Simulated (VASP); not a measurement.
A run of VASP 6.6.1 is set up as follows.

File INCAR:

```
PREC     = Accurate       # precision mode
ENCUT    = 600            # plane-wave cutoff, eV
EDIFF    = 1E-6           # SCF threshold, eV
ISMEAR   = -1             # smearing method
SIGMA    = 0.02           # smearing width, eV
LREAL    = F              # projectors in reciprocal space
LASPH    = T              # aspherical terms in the spheres
NELM     = 100            # most SCF steps
ALGO     = Normal         # electronic algorithm
ISIF     = 3              # what is computed and relaxed
LWAVE    = F              # write WAVECAR
LCHARG   = F              # write CHGCAR
GGA      = PE             # functional
IBRION   = 2              # ionic algorithm
NSW      = 80             # ionic steps
EDIFFG   = -0.005         # ionic threshold
```

File KPOINTS:

```
regular mesh
0
Gamma
  6 6 6
```

Contents of POSCAR:

```
BeHg3Te4
1.0
   -2.9922043726      2.9922043726      5.9844087452
    2.9922043726     -2.9922043726      5.9844087452
    2.9922043726      2.9922043726     -5.9844087452
Be Te Hg
1 4 3
Direct
    0.0000000000      0.0000000000      0.0000000000
    0.3750000000      0.3750000000      0.5000000000
    0.1250000000      0.6250000000      0.0000000000
    0.8750000000      0.8750000000      0.5000000000
    0.6250000000      0.1250000000      0.0000000000
    0.7500000000      0.2500000000      0.5000000000
    0.5000000000      0.5000000000      0.0000000000
    0.2500000000      0.7500000000      0.5000000000
```

Potentials or basis: VASP PAW PBE potentials, release 64 (Be, Te, Hg).

The run is started by

```sh
$ cat potpaw_PBE.64/Be/POTCAR potpaw_PBE.64/Te/POTCAR potpaw_PBE.64/Hg/POTCAR > POTCAR
$ mpirun -np 1 vasp_std > vasp.out
```

Problem. Estimate the relaxed volume.

Solution. 32.59 Å³/atom.

Problem. Estimate the space group after relaxing (to 0.1 Å).

Solution. I-42m (No. 121).

Problem. Predict the band gap on the k mesh.

Solution. Zero (filled and empty bands touch).

Problem. What does it give for the relaxed cell?

Solution. a = 7.813 Å, b = 7.813 Å, c = 7.813 Å, α = 131.66°, β = 131.66°, γ = 70.76°.

Forces in eV/Å, atoms in the order of the input:
```
Be   0.000  0.000  0.000
Te   0.002  0.002  0.000
Te  -0.002  0.002  0.000
Te  -0.002 -0.002  0.000
Te   0.002 -0.002  0.000
Hg   0.000  0.000  0.000
Hg   0.000  0.000  0.000
Hg   0.000  0.000  0.000
```

Caveat: the volume moved by over 15 % at a fixed basis, so the end points are rough; semilocal functionals underestimate gaps, and a narrow one can read as zero; spin-orbit coupling is left out, which moves the levels of the heavy elements.
